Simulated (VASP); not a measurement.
# BP (F-43m) in VASP: notebook, part 2 of 2

VASP 6.6.1. The steps go on from the part before.

## (3) Relaxation of cell and atoms, PBEsol

This run uses another cell than the first one, of 11.64 Å³/atom, 1.037 times its volume.

Input file INCAR:

```
SYSTEM = BP
PREC = Accurate
ENCUT = 600
EDIFF = 1E-7
ISMEAR = 0
SIGMA = 0.02
LREAL = .False.
LASPH = .True.
NELM = 60
ALGO = Normal
ISIF = 3
LWAVE = .False.
LCHARG = .False.
GGA = PS
IBRION = 2
NSW = 100
EDIFFG = -0.005
```

Input file KPOINTS:

```
regular mesh
0
Gamma
  10 10 10
  0 0 0
```

Input file POSCAR:

```
BP
1.0
    0.0000000000      2.2660723845      2.2660723845
    2.2660723845      0.0000000000      2.2660723845
    2.2660723845      2.2660723845      0.0000000000
B P
1 1
Direct
    0.0000000000      0.0000000000      0.0000000000
    0.2500000000      0.2500000000      0.2500000000
```

Potentials or basis: VASP PAW PBE potentials, release 64 (B, P).

Command:

```sh
$ cat potpaw_PBE.64/B/POTCAR potpaw_PBE.64/P/POTCAR > POTCAR
$ mpirun -np 1 vasp_std > vasp.out
```

OUTCAR:

```text
SYSTEM = BP
   PREC = Accurate
   ENCUT = 600
   EDIFF = 1E-7
   ISMEAR = 0
   LREAL = .False.
   LASPH = .True.
   NELM = 60
   ISIF = 3
   GGA = PS
   IBRION = 2
   NSW = 100
   EDIFFG = -0.005

 ion  position               nearest neighbor table
   1  0.000  0.000  0.000-   2 1.96   2 1.96   2 1.96   2 1.96
   2  0.250  0.250  0.250-   1 1.96   1 1.96   1 1.96   1 1.96

  LATTYP: Found a face centered cubic cell.
 ALAT       =     4.5321447690

  Lattice vectors:

 A1 = (   0.0000000000,   2.2660723845,   2.2660723845)
 A2 = (   2.2660723845,   0.0000000000,   2.2660723845)
 A3 = (   2.2660723845,   2.2660723845,   0.0000000000)

Analysis of symmetry for initial positions (statically):
=====================================================================
 Subroutine PRICEL returns:
 Original cell was already a primitive cell.

 Routine SETGRP: Setting up the symmetry group for a
 face centered cubic supercell.

 Subroutine GETGRP returns: Found 24 space group operations
 (whereof 24 operations were pure point group operations)
 out of a pool of 48 trial point group operations.
[... 171 lines left out ...]
  --------------------------------------------------------------------------------------
  -------------------------------------------------------------------------------------
  Total       -0.1771650     -0.1771650     -0.1771650      0.0000000      0.0000000      0.0000000
  in kB      -12.1965566    -12.1965566    -12.1965566      0.0000000      0.0000000      0.0000000
  external PRESSURE =     -12.1965566 kB  Pullay stress =       0.0000000 kB
[... 59 lines left out ...]
--------------------------------------- Ionic step        3  -------------------------------------------

 number of electron       8.0000000 magnetization

 Free energy of the ion-electron system (eV)
  ---------------------------------------------------
  ext. energy  EPLUGINS =         0.00000000
  ---------------------------------------------------
  free energy    TOTEN  =       -13.67531884 eV

  energy without entropy =      -13.67531884  energy(sigma->0) =      -13.67531884

 E-fermi :   7.6772     XC(G=0): -11.0930

 val. band max:        7.5379622765   @ k =   0.0000   0.0000   0.0000
 cond. band min:       8.6544298822   @ k =   0.4000   0.4000   0.0000
 fundamental gap:      1.1164676057
 Fermi energy:         7.6772291489

 k-point     1 :       0.0000    0.0000    0.0000
  band No.  band energies     occupation
      1      -8.0601      2.00000
      2       7.5380      2.00000
      3       7.5380      2.00000
      4       7.5380      2.00000
      5      10.9115      0.00000
      6      10.9115      0.00000
      7      10.9115      0.00000
      8      15.0512      0.00000
[... 243 lines left out ...]
 k-point    24 :       0.4000    0.3000    0.0000
  band No.  band energies     occupation
      1      -5.0797      2.00000
      2       1.3492      2.00000
      3       3.4067      2.00000
      4       3.9590      2.00000
      5       9.2413      0.00000
      6      11.0315      0.00000
      7      17.0652      0.00000
      8      17.0689      0.00000

 [... further k-points ...]
[... 5 lines left out ...]
  --------------------------------------------------------------------------------------
  -------------------------------------------------------------------------------------
  Total        0.0006760      0.0006760      0.0006760     -0.0000000      0.0000000     -0.0000000
  in kB        0.0468778      0.0468778      0.0468778     -0.0000000      0.0000000     -0.0000000
  external PRESSURE =       0.0468778 kB  Pullay stress =       0.0000000 kB
[... 17 lines left out ...]
  FREE ENERGIE OF THE ION-ELECTRON SYSTEM (eV)
  ---------------------------------------------------
  free  energy   TOTEN  =       -13.6753188352 eV

  energy  without entropy=      -13.6753188352  energy(sigma->0) =      -13.67531884

 reached required accuracy - stopping structural energy minimisation
```

OSZICAR:

```text
N       E                     dE             d eps       ncg     rms          rms(c)
DAV:   1     0.124897833459E+02    0.12490E+02   -0.43700E+03   752   0.100E+03
DAV:   2    -0.141098512262E+02   -0.26600E+02   -0.24956E+02  1208   0.118E+02
DAV:   3    -0.143907699210E+02   -0.28092E+00   -0.28092E+00   848   0.162E+01
DAV:   4    -0.143914931739E+02   -0.72325E-03   -0.72325E-03  1216   0.860E-01
[... 22 lines left out ...]
DAV:   3    -0.136753258053E+02    0.60169E-04   -0.12762E-04   856   0.651E-02    0.158E-02
DAV:   4    -0.136753205825E+02    0.52228E-05   -0.50317E-06   976   0.167E-02    0.125E-02
DAV:   5    -0.136753190607E+02    0.15218E-05   -0.11579E-06  1024   0.758E-03    0.587E-03
DAV:   6    -0.136753188528E+02    0.20794E-06   -0.25890E-08   384   0.136E-03    0.514E-04
DAV:   7    -0.136753188352E+02    0.17628E-07   -0.31824E-09   376   0.484E-04
   3 F= -.13675319E+02 E0= -.13675319E+02  d E =-.651635E-03
```

It took 16 s on 1 thread of Intel Xeon Platinum 8375C at 2.90GHz (Ice Lake), shared host; peak memory 0.15 GiB.

What came out:

| Property | Result |
| --- | --- |
| Free energy | -13.6753 eV |
| Relaxed volume | 11.55 Å³/atom |
| Relaxed cell | a = 3.197 Å, b = 3.197 Å, c = 3.197 Å, α = 60.00°, β = 60.00°, γ = 60.00° |
| Space group after relaxing (to 0.05 Å) | F-43m (No. 216) |
| Energy gained by relaxing | 0.3 meV/atom |
| Ionic steps | 3 |
| Pressure after relaxing | 0.0 GPa |
| Band gap on the k mesh | 1.12 eV, indirect (least direct gap 3.37 eV) |

The path:
```csv
step,energy change (eV),largest force (eV/Å),pressure (GPa),volume (Å³)
1,0.0000,0.0000,-1.22,23.27
2,-0.0003,0.0000,0.95,22.98
3,-0.0007,0.0000,0.00,23.10
```

Final structure:
```yaml
crystal:
  lattice:
    - [0.00000, 2.26054, 2.26054]
    - [2.26054, 0.00000, 2.26054]
    - [2.26054, 2.26054, 0.00000]
  atoms:
    - { symbol: B, position: [0.00000, 0.00000, 0.00000] }
    - { symbol: P, position: [0.25000, 0.25000, 0.25000] }
```

Caveat: the PAW data sets were made with another functional, which shifts forces and pressure a little. A k mesh can miss the band edges.

## (4) Relaxation of cell and atoms, PBEsol, target pressure -2 GPa, at which the enthalpy is minimised

This run uses another cell than the first one, of 11.77 Å³/atom, 1.049 times its volume.

Input file INCAR:

```
PREC     = Accurate       # precision mode
ENCUT    = 600            # plane-wave cutoff, eV
EDIFF    = 1E-6           # SCF threshold, eV
ISMEAR   = 0              # smearing method
SIGMA    = 0.02           # smearing width, eV
LREAL    = False          # projectors in reciprocal space
LASPH    = True           # aspherical terms in the spheres
NELM     = 60             # most SCF steps
ALGO     = Normal         # electronic algorithm
ISIF     = 3              # what is computed and relaxed
LWAVE    = False          # write WAVECAR
LCHARG   = False          # write CHGCAR
GGA      = PS             # functional
IBRION   = 2              # ionic algorithm
NSW      = 70             # ionic steps
EDIFFG   = -0.008         # ionic threshold
PSTRESS  = -20.0
```

Input file KPOINTS:

```
regular mesh
0
Gamma
  10 10 10
```

Input file POSCAR:

```
BP
1.0
    0.0000000000      2.2746076758      2.2746076758
    2.2746076758      0.0000000000      2.2746076758
    2.2746076758      2.2746076758      0.0000000000
B P
1 1
Direct
    0.0000000000      0.0000000000      0.0000000000
    0.2500000000      0.2500000000      0.2500000000
```

Command:

```sh
$ cat potpaw_PBE.64/B/POTCAR potpaw_PBE.64/P/POTCAR > POTCAR
$ mpirun -np 1 vasp_std > vasp.out
```

Wall time 15 s (1 thread of Intel Xeon Platinum 8375C at 2.90GHz (Ice Lake), shared host); peak memory 0.15 GiB.

It converged, with:

```yaml
Free_energy: -13.6736 eV
Relaxed_volume: 11.69 Å³/atom
Relaxed_cell: a = 3.210 Å, b = 3.210 Å, c = 3.210 Å, α = 60.00°, β = 60.00°, γ = 60.00°
Space_group_after_relaxing_to_0.05_Å: F-43m (No. 216)
Energy_change_on_relaxing_the_enthalpy_is_what_falls: -1.2 meV/atom
Ionic_steps: 3
Pressure_after_relaxing: -2.0 GPa
Band_gap_on_the_k_mesh: 1.13 eV, indirect (least direct gap 3.36 eV)
```

The path:
```tsv
step	energy change (eV)	largest force (eV/Å)	pressure (GPa)	volume (Å³)
1	0.0000	0.0000	-3.04	23.54
2	-0.0035	0.0000	-1.26	23.28
3	-0.0024	0.0000	-1.99	23.38
```

Final structure:
```xyz
2
Lattice="0.0000 2.2697 2.2697 2.2697 0.0000 2.2697 2.2697 2.2697 0.0000" Properties=species:S:1:pos:R:3 pbc="T T T"
B     0.0000    0.0000    0.0000
P     1.1348    1.1348    1.1348
```

Levels at points of the mesh, in eV from the valence-band top:
| k point | band 1 | band 2 | band 3 | band 4 | band 5 | band 6 | band 7 | band 8 |
| --- | --- | --- | --- | --- | --- | --- | --- | --- |
| (0.00, 0.00, 0.00) | -15.49 | 0.00 | 0.00 | 0.00 | 3.36 | 3.36 | 3.36 | 7.33 |
| (0.50, 0.00, 0.00) | -12.14 | -9.09 | -1.77 | -1.77 | 3.73 | 4.65 | 4.65 | 9.93 |
| (0.50, 0.50, 0.00) | -10.62 | -8.59 | -4.14 | -4.14 | 1.23 | 1.52 | 12.09 | 12.09 |

Caveat: the cell is relaxed towards a set pressure, so the enthalpy falls and the energy may rise; the PAW data sets were made with another functional, which shifts forces and pressure a little. As with any semilocal functional, this PBEsol gap is likely too small.

## (5) Relaxation of cell and atoms, PBEsol, target pressure 40 GPa, at which the enthalpy is minimised

This run uses another cell than the first one, of 9.70 Å³/atom, 0.864 times its volume.

Input file INCAR:

```
ALGO = Normal ; EDIFF = 1E-6
EDIFFG = -0.008 ; ENCUT = 600
GGA = PS ; IBRION = 2
ISIF = 3 ; ISMEAR = 0
LASPH = True ; LCHARG = False
LREAL = False ; LWAVE = False
NELM = 60 ; NSW = 70
PREC = Accurate ; PSTRESS = 400.0
SIGMA = 0.02
```

Input file KPOINTS:

```
k-points
0
Gamma
  12 12 12
```

Input file POSCAR:

```
BP
1.0
    0.0000000000      2.1326039378      2.1326039378
    2.1326039378      0.0000000000      2.1326039378
    2.1326039378      2.1326039378      0.0000000000
B P
1 1
Direct
    0.0000000000      0.0000000000      0.0000000000
    0.2500000000      0.2500000000      0.2500000000
```

Command:

```sh
$ cat potpaw_PBE.64/B/POTCAR potpaw_PBE.64/P/POTCAR > POTCAR
$ mpirun -np 1 vasp_std > vasp.out
```

Run time: 10 s. Hardware: 1 thread of Intel Xeon Platinum 8375C at 2.90GHz (Ice Lake), shared host; peak memory 0.14 GiB.

The run converged. Its results:

| Quantity | Value |
| --- | --- |
| Free energy | -13.2757 eV |
| Relaxed volume | 9.73 Å³/atom |
| Relaxed cell | a = 3.019 Å, b = 3.019 Å, c = 3.019 Å, α = 60.00°, β = 60.00°, γ = 60.00° |
| Space group after relaxing (to 0.05 Å) | F-43m (No. 216) |
| Energy change on relaxing (the enthalpy is what falls) | -7.1 meV/atom |
| Ionic steps | 3 |
| Pressure after relaxing | 40.0 GPa |
| Band gap on the k mesh | 0.84 eV, indirect (least direct gap 3.71 eV) |

The path:
```tsv
step	energy change (eV)	largest force (eV/Å)	pressure (GPa)	volume (Å³)
1	0.0000	0.0000	40.89	19.40
2	-0.0375	0.0000	38.52	19.55
3	-0.0141	0.0000	40.01	19.45
```

Final structure:
```
B P
1.0
     0.00000    2.13465    2.13465
     2.13465    0.00000    2.13465
     2.13465    2.13465    0.00000
B P
1 1
Direct
  0.00000 0.00000 0.00000
  0.25000 0.25000 0.25000
```

Levels at points of the mesh, in eV from the valence-band top:
```csv
k point,band 1,band 2,band 3,band 4,band 5,band 6,band 7,band 8
"(0.00, 0.00, 0.00)",-17.22,0.00,0.00,0.00,3.71,3.71,3.71,10.23
"(0.50, 0.00, 0.00)",-13.11,-10.49,-1.97,-1.97,4.77,4.77,4.90,10.56
"(0.50, 0.50, 0.00)",-11.34,-9.57,-4.81,-4.81,0.85,1.38,13.87,13.87
```

Caveat: the cell is relaxed towards a set pressure, so the enthalpy falls and the energy may rise; the PAW data sets were made with another functional, which shifts forces and pressure a little. A k mesh can miss the band edges.

## (6) The runs side by side

```csv
cell,k mesh,gap on the mesh (eV),pressure (GPa)
"relaxed to 5 GPa from a = 3.166 Å, angles 60.0°, 2 atoms",10 × 10 × 10,1.08,5.0
"relaxed from a = 3.205 Å, angles 60.0°, 2 atoms",10 × 10 × 10,1.12,0.0
"relaxed to -2 GPa from a = 3.217 Å, angles 60.0°, 2 atoms",10 × 10 × 10,1.13,-2.0
"relaxed to 40 GPa from a = 3.016 Å, angles 60.0°, 2 atoms",12 × 12 × 12,0.84,40.0
```

Alike in all rows: task relaxation of cell and atoms; level PBEsol; potentials or basis VASP PAW PBE potentials, release 64 (B, P); no spin polarisation; cutoff (eV) 600; smearing gaussian 0.02 eV.

Caveats: the PAW data sets were made with another functional, which shifts forces and pressure a little; the cell is relaxed towards a set pressure, so the enthalpy falls and the energy may rise (some runs).

Total energies depend on the potentials used, so only differences within one code and one set of settings carry meaning.
